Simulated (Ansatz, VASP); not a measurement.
# Two plane-wave programs on Cu

POSCAR

```
Cu
1.0
   -1.4427933200      1.4427933200      1.3416794138
    1.4427933200     -1.4427933200      1.3416794138
    1.4427933200      1.4427933200     -1.3416794138
Cu
1
Direct
    0.0000000000      0.0000000000      0.0000000000
```

INCAR.step1

```
SYSTEM = Cu
PREC = Accurate
ENCUT = 520
ISMEAR = 0
SIGMA = 0.15
LREAL = .False.
LASPH = .True.
NELM = 60
NBANDS = 12
GGA = PE
ALGO = Normal
EDIFF = 1E-4
LWAVE = .True.
LCHARG = .False.
```

The input INCAR.step2:

```
SYSTEM = Cu
PREC = Accurate
ENCUT = 520
EDIFF = 1E-7
ISMEAR = 0
SIGMA = 0.15
LREAL = .False.
LASPH = .True.
NELM = 60
ALGO = Normal
ISIF = 2
LWAVE = .False.
LCHARG = .False.
METAGGA = R2SCAN
LMIXTAU = .True.
NBANDS = 12
ISTART = 1
```

File KPOINTS:

```
Automatic mesh
0
Gamma
  24 24 24
  0 0 0
```

Input for Ansatz:

```yaml
crystal:
  lattice:
    - [-1.44279332, 1.44279332, 1.3416794138]
    - [1.44279332, -1.44279332, 1.3416794138]
    - [1.44279332, 1.44279332, -1.3416794138]
  atoms:
    - { symbol: Cu, position: [0.0, 0.0, 0.0] }
basis:
  ecutwfc: 500
kpoints:
  mp_grid: { grid: [24, 24, 24] }
hamiltonian:
  xc: r2scan
scf:
  occupations: { method: gaussian, width: 0.15 }
output:
  forces: true
  stress: true
  eigenvalues: true
```

Change from the starting cell: strain +0.000 along x and y, -0.025 along z, atoms carried along.

Alike in both runs: task single point; functional r2SCAN; k mesh 24 × 24 × 24; occupations gaussian, width 0.15 eV; no spin polarisation.

|  | VASP | Ansatz |
| --- | --- | --- |
| version | VASP 6.6.1 | Ansatz 0.2.0 |
| potentials or method | VASP PAW PBE potentials, release 64 (Cu), cutoff 520 eV | scalar-relativistic, plane waves, PAW |
| valence electrons in the cell | 11 | 19 |

|  | VASP | Ansatz | Ansatz less VASP |
| --- | --- | --- | --- |
| gap on the k mesh at the Fermi level (eV) | none | none | - |
| pressure (GPa) | 5.4 | 4.8 | -0.66 |
| traceless stress, the component that is largest in VASP (GPa) | 0.42 | 0.51 | +0.086 |

VASP's potentials were made for PBE, not for r2SCAN. A gap of «none» marks a metal or a gap that the smearing closes. The functional is the same, so the differences come from potentials, cutoffs and numerics. VASP's potentials hold 11 valence electrons a cell and Ansatz's 19, so a difference there can come from the potentials and not from the codes.
